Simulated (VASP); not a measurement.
Write the native input for VASP 6.6.1 that does the following.

* Task: single point
* Functional: PBEsol
* Potentials or basis: VASP PAW PBE potentials, release 64 (Sn_d)
* Cutoff: 520 eV
* k mesh: 11 × 11 × 11
* Occupations: methfessel-paxton, width 0.1 eV
* Spin: no spin polarisation
* Dipole correction: no
* Further INCAR settings: ALGO = Normal; EDIFF = 1e-07; NBANDS = 13

The structure of Sn lies in POSCAR:

```
Sn
1.0
   -1.9438856084      1.9438856084      1.9438856084
    1.9438856084     -1.9438856084      1.9438856084
    1.9438856084      1.9438856084     -1.9438856084
Sn
1
Direct
    0.0000000000      0.0000000000      0.0000000000
```

These files were run (other wordings do the same):

INCAR

```
SYSTEM = Sn
  PREC = Accurate
  ENCUT = 520
  EDIFF = 1E-7
  ISMEAR = 1
  SIGMA = 0.1
  LREAL = .False.
  LASPH = .True.
  NELM = 100
  ALGO = Normal
  ISIF = 2
  LWAVE = .False.
  LCHARG = .False.
  GGA = PS
  NBANDS = 13
```

KPOINTS

```
regular mesh
0
Gamma
  11 11 11
  0 0 0
```

Potentials or basis: VASP PAW PBE potentials, release 64 (Sn_d).

Run with:

```bash
$ cat potpaw_PBE.64/Sn_d/POTCAR > POTCAR
$ mpirun -np 1 vasp_std > vasp.out
```

Results of the run:

The pressure is -4.7 GPa and the band gap on the k mesh is zero (band 7 reaches 14.28 eV, above the bottom of band 8 at 4.88 eV).

Caveat: the PAW data sets were made with another functional, which shifts forces and pressure a little; spin-orbit coupling is left out, which moves the levels of the heavy elements.

It took 46 s on 1 thread of AMD EPYC 7R43 64-Core Processor (Zen 3), with other jobs on the host, peak memory 0.12 GiB.
